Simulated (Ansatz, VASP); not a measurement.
# InSb3: VASP beside Ansatz

INCAR

```
SYSTEM = InSb3
PREC     = Accurate       ! precision mode
ENCUT    = 520            ! plane-wave cutoff, eV
EDIFF    = 1E-7           ! SCF threshold, eV
ISMEAR   = 0              ! smearing method
SIGMA    = 0.15           ! smearing width, eV
LREAL    = .FALSE.        ! projectors in reciprocal space
LASPH    = .TRUE.         ! aspherical terms in the spheres
NELM     = 100            ! most SCF steps
ALGO     = Normal         ! electronic algorithm
ISIF     = 2              ! what is computed and relaxed
LWAVE    = .FALSE.        ! write WAVECAR
LCHARG   = .FALSE.        ! write CHGCAR
GGA      = PE             ! functional
NBANDS   = 22             ! bands
```

The input KPOINTS:

```
regular mesh
0
G
  10 10 10
  0 0 0
```

Contents of POSCAR:

```
InSb3
1.0
    5.0223567004      0.0000000000      0.0000000000
    0.0000000000      5.0223567004      0.0000000000
    0.0000000000      0.0000000000      4.1866365455
In Sb
1 3
Direct
    0.0000000000      0.0000000000      0.0000000000
    0.5000000000      0.0000000000      0.5000000000
    0.0000000000      0.5000000000      0.5000000000
    0.5000000000      0.5000000000      0.0000000000
```

Input for Ansatz:

```yaml
crystal:
  lattice:
    - [5.0223567004, 0.0, 0.0]
    - [0.0, 5.0223567004, 0.0]
    - [0.0, 0.0, 4.1866365455]
  atoms:
    - { symbol: In, position: [0.0, 0.0, 0.0] }
    - { symbol: Sb, position: [0.5, 0.0, 0.5] }
    - { symbol: Sb, position: [0.0, 0.5, 0.5] }
    - { symbol: Sb, position: [0.5, 0.5, 0.0] }
basis:
  ecutwfc: 420
kpoints:
  mp_grid: { grid: [10, 10, 10] }
hamiltonian:
  xc: pbe
  pseudopotentials: { kind: paw, azcp: { folder: soft_1 } }
scf:
  occupations: { method: gaussian, width: 0.15 }
output:
  forces: true
  stress: true
  eigenvalues: true
```

Alike in both runs: task single point; functional PBE; k mesh 10 × 10 × 10; occupations gaussian, width 0.15 eV; no spin polarisation.

|  | VASP | Ansatz |
| --- | --- | --- |
| version | VASP 6.6.1 | Ansatz 0.2.0 |
| potentials or method | VASP PAW PBE potentials, release 64 (In_d, Sb), cutoff 520 eV | scalar-relativistic, plane waves, PAW |
| valence electrons in the cell | 28 | 58 |

Ansatz gave:

* gap on the k mesh at the Fermi level (eV): none
* pressure (GPa): 2.8
* traceless stress, the component that is largest in VASP (GPa): -1.12

Problem. Estimate VASP's values.

Solution. gap on the k mesh at the Fermi level (eV): none; pressure (GPa): 2.7; traceless stress, the component that is largest in VASP (GPa): -1.12.

A gap of «none» marks a metal or a gap that the smearing closes. VASP's potentials hold 28 valence electrons a cell and Ansatz's 58, so a difference there can come from the potentials and not from the codes.

Spin-orbit coupling is off throughout.
